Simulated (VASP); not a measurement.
# GdN (Fm-3m) in VASP: further runs, part 2 of 2

VASP 6.6.1.

## 4. Single point, r2SCAN, collinear spin, ferromagnetic start (15.68 Å³/atom)

This run uses another cell than the first one, of 15.68 Å³/atom.

Input file POSCAR:

```
GdN
1.0
    0.0000000000      2.5030210884      2.5030210884
    2.5030210884      0.0000000000      2.5030210884
    2.5030210884      2.5030210884      0.0000000000
Gd N
1 1
Direct
    0.5000000000      0.5000000000      0.5000000000
    0.0000000000      0.0000000000      0.0000000000
```

Input file INCAR.step1:

```
PREC = Accurate
ENCUT = 520
ISMEAR = 0
SIGMA = 0.05
LREAL = False
LASPH = True
NELM = 150
ISPIN = 2
MAGMOM = 7.62 0
LMAXMIX = 6
NBANDS = 22
GGA = PE
ALGO = Normal
EDIFF = 1E-4
LWAVE = True
LCHARG = False
```

Input file INCAR.step2:

```
PREC = Accurate
ENCUT = 520
EDIFF = 1E-6
ISMEAR = 0
SIGMA = 0.05
LREAL = False
LASPH = True
NELM = 150
ALGO = Normal
ISIF = 2
LWAVE = False
LCHARG = False
ISPIN = 2
MAGMOM = 7.62 0
LORBIT = 11
LMAXMIX = 6
METAGGA = R2SCAN
LMIXTAU = True
NBANDS = 22
ISTART = 1
```

Input file KPOINTS:

```
Automatic mesh
0
Gamma
  12 12 12
```

The run is started by

```console
cat potpaw_PBE.64/Gd/POTCAR potpaw_PBE.64/N/POTCAR > POTCAR
cp INCAR.step1 INCAR
mpirun -np 1 vasp_std > vasp.out
cp INCAR.step2 INCAR
mpirun -np 1 vasp_std > vasp.out
```

Wall time 4.8 min (1 thread of Intel Xeon 6975P-C (Granite Rapids), shared host); peak memory 0.25 GiB.

The run converged. Its results:

* Free energy: -53.8514 eV
* Pressure: -3.0 GPa
* Band gap on the k mesh: zero (filled and empty bands overlap)
* Net moment: 7.00 μB per cell
* Site moments: Gd +6.79; N -0.12 μB
* Valence electrons inside the program's atomic spheres: Gd 15.22; N 3.66

Levels at points of the mesh, in eV from the Fermi level:
Spin up:
```csv
k point,band 11,band 12,band 13,band 14,band 15,band 16,band 17,band 18,band 19,band 20
"(0.00, 0.00, 0.00)",-3.79,-3.79,0.19,0.19,0.19,2.71,2.71,2.71,3.63,4.81
"(0.50, 0.00, 0.00)",-3.81,-3.78,-3.78,-2.64,-2.64,5.43,6.07,6.07,7.03,10.23
"(0.50, 0.50, 0.00)",-3.85,-3.83,-1.58,-0.28,-0.28,-0.22,6.63,6.77,7.68,7.68
```
Spin down:
| k point | band 4 | band 5 | band 6 | band 7 | band 8 | band 9 | band 10 | band 11 | band 12 | band 13 |
| --- | --- | --- | --- | --- | --- | --- | --- | --- | --- | --- |
| (0.00, 0.00, 0.00) | -19.22 | -13.85 | -0.84 | -0.84 | -0.84 | 2.79 | 3.44 | 3.44 | 3.44 | 3.68 |
| (0.50, 0.00, 0.00) | -19.32 | -11.96 | -4.09 | -2.56 | -2.56 | 2.93 | 3.08 | 3.08 | 3.37 | 3.37 |
| (0.50, 0.50, 0.00) | -19.64 | -13.63 | -1.21 | -0.83 | -0.83 | 0.57 | 3.15 | 3.22 | 3.27 | 3.27 |

Caveat: the PAW data sets were made with another functional, which shifts forces and pressure a little; spin-orbit coupling is left out, which moves the levels of the heavy elements; a cell with one magnetic atom can't hold antiferromagnetic order, which such compounds often take; semilocal functionals describe open f shells poorly, which spoils levels, moments and volumes.

## 5. Single point, r2SCAN, collinear spin, ferromagnetic start (15.99 Å³/atom)

This run uses another cell than the first one, of 15.99 Å³/atom.

Input file POSCAR:

```
GdN
1.0
    0.0000000000      2.5192749275      2.5192749275
    2.5192749275      0.0000000000      2.5192749275
    2.5192749275      2.5192749275      0.0000000000
Gd N
1 1
Direct
    0.5000000000      0.5000000000      0.5000000000
    0.0000000000      0.0000000000      0.0000000000
```

Input file INCAR.step1:

```
SYSTEM = GdN
ALGO = Normal
EDIFF = 1E-4
ENCUT = 520
GGA = PE
ISMEAR = 0
ISPIN = 2
LASPH = .TRUE.
LCHARG = .FALSE.
LMAXMIX = 6
LREAL = .FALSE.
LWAVE = .TRUE.
MAGMOM = 7.63 0
NBANDS = 22
NELM = 150
PREC = Accurate
SIGMA = 0.05
```

Input file INCAR.step2:

```
SYSTEM = GdN
ALGO = Normal
EDIFF = 1E-7
ENCUT = 520
ISIF = 2
ISMEAR = 0
ISPIN = 2
ISTART = 1
LASPH = .TRUE.
LCHARG = .TRUE.
LELF = .TRUE.
LMAXMIX = 6
LMIXTAU = .TRUE.
LORBIT = 11
LREAL = .FALSE.
LVHAR = .TRUE.
LWAVE = .FALSE.
MAGMOM = 7.63 0
METAGGA = R2SCAN
NBANDS = 22
NELM = 150
PREC = Accurate
SIGMA = 0.05
```

Input file KPOINTS:

```
k-points
0
G
  12 12 12
  0 0 0
```

The run is started by

```console
cat potpaw_PBE.64/Gd/POTCAR potpaw_PBE.64/N/POTCAR > POTCAR
cp INCAR.step1 INCAR
mpirun -np 1 vasp_std > vasp.out
cp INCAR.step2 INCAR
mpirun -np 1 vasp_std > vasp.out
```

Run time: 5.7 min. Hardware: 1 thread of Intel Xeon 6975P-C (Granite Rapids), shared host; peak memory 0.26 GiB.

Results (log left out):

```
Free energy                                           : -53.8354 eV
Pressure                                              : -5.7 GPa
Band gap on the k mesh                                : zero (filled and empty bands overlap)
Net moment                                            : 7.00 μB per cell
Site moments                                          : Gd +6.79; N -0.12 μB
Valence electrons inside the program's atomic spheres : Gd 15.20; N 3.65
```

Levels at points of the mesh, in eV from the Fermi level:
Spin up:
```
           k point  band 12  band 13  band 14  band 15  band 16  band 17  band 18  band 19
(0.00, 0.00, 0.00)    -3.87     0.18     0.18     0.18     2.70     2.70     2.70     3.48
(0.50, 0.00, 0.00)    -3.86    -3.86    -2.57    -2.57     5.35     5.97     5.97     6.90
(0.50, 0.50, 0.00)    -3.91    -1.60    -0.30    -0.30    -0.16     6.52     6.59     7.54
```
Spin down:
```csv
k point,band 5,band 6,band 7,band 8,band 9,band 10,band 11,band 12
"(0.00, 0.00, 0.00)",-13.79,-0.81,-0.81,-0.81,2.74,3.36,3.36,3.36
"(0.50, 0.00, 0.00)",-12.00,-4.03,-2.49,-2.49,2.87,3.02,3.02,3.29
"(0.50, 0.50, 0.00)",-13.56,-1.25,-0.83,-0.83,0.61,3.09,3.15,3.20
```

Caveat: the cell stands under tension; the PAW data sets were made with another functional, which shifts forces and pressure a little; spin-orbit coupling is left out, which moves the levels of the heavy elements; a cell with one magnetic atom can't hold antiferromagnetic order, which such compounds often take; semilocal functionals describe open f shells poorly, which spoils levels, moments and volumes. With open d or f shells a metallic result of r2SCAN can be an artefact of self-interaction; +U or a hybrid may open a gap.

## 6. The runs side by side

| level | cell | gap on the mesh (eV) | pressure (GPa) | moment (μB) |
| --- | --- | --- | --- | --- |
| r2SCAN | a = 3.517 Å, angles 60.0°, 2 atoms | none | 0.0 | 7.00 |
| r2SCAN+D3(BJ) | a = 3.517 Å, angles 60.0°, 2 atoms | none | -1.9 | 7.00 |
| r2SCAN | a = 3.540 Å, angles 60.0°, 2 atoms | none | -3.0 | 7.00 |
| r2SCAN | a = 3.563 Å, angles 60.0°, 2 atoms | none | -5.7 | 7.00 |

Alike in all rows: task single point; potentials or basis VASP PAW PBE potentials, release 64 (Gd, N); spin collinear, ferromagnetic start; k mesh 12 × 12 × 12; cutoff (eV) 520; smearing gaussian 0.05 eV.

Caveats: the PAW data sets were made with another functional, which shifts forces and pressure a little; spin-orbit coupling is left out, which moves the levels of the heavy elements; a cell with one magnetic atom can't hold antiferromagnetic order, which such compounds often take; semilocal functionals describe open f shells poorly, which spoils levels, moments and volumes; three body term missing (at least some runs); the cell stands under tension (at least some runs).

Absolute energies hang on the potentials; compare differences alone.
